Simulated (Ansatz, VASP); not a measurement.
**CaSi3N2: VASP beside Ansatz**

```xyz
6
Lattice="5.3152 0.0000 0.0000 -2.6576 4.6031 0.0000 0.0000 0.0000 5.3705" Properties=species:S:1:pos:R:3 pbc="T T T"
Ca    0.0000    0.0000    0.0000
Si    0.0000    0.0000    2.6852
Si    0.0000    3.0687    0.0000
Si    0.0000    3.0687    2.6852
N     2.6576    1.5344    0.5609
N     2.6576    1.5344    4.8095
```

Change from the starting cell: species swapped into the Eu2Si3Au type (P-6m2, No. 187).

Alike in both runs: functional PBE; k mesh 12 × 12 × 8; occupations gaussian, width 0.1 eV; no spin polarisation.

Ansatz relaxed the structure, and its values are those at the end. VASP's run is a single point on that final structure, the one shown.

|  | VASP | Ansatz |
| --- | --- | --- |
| version | VASP 6.6.1 | Ansatz 0.2.0 |
| potentials or method | VASP PAW PBE potentials, release 64 (Ca_sv, Si, N), cutoff 600 eV | scalar-relativistic, plane waves, PAW |
| valence electrons in the cell | 32 | 32 |

```tsv
	VASP	Ansatz	Ansatz less VASP
gap on the k mesh at the Fermi level (eV)	none	none	-
pressure (GPa)	0.6	0.0	-0.56
rms of the force components (eV/Å)	0.427	0.003	-0.4241
```

A gap of «none» marks a metal or a gap that the smearing closes. One of these differences is far larger than is usual between the two programs; its cause wasn't traced.

Noted on VASP's run: the standard files for N, O and F lose accuracy on very short bonds.
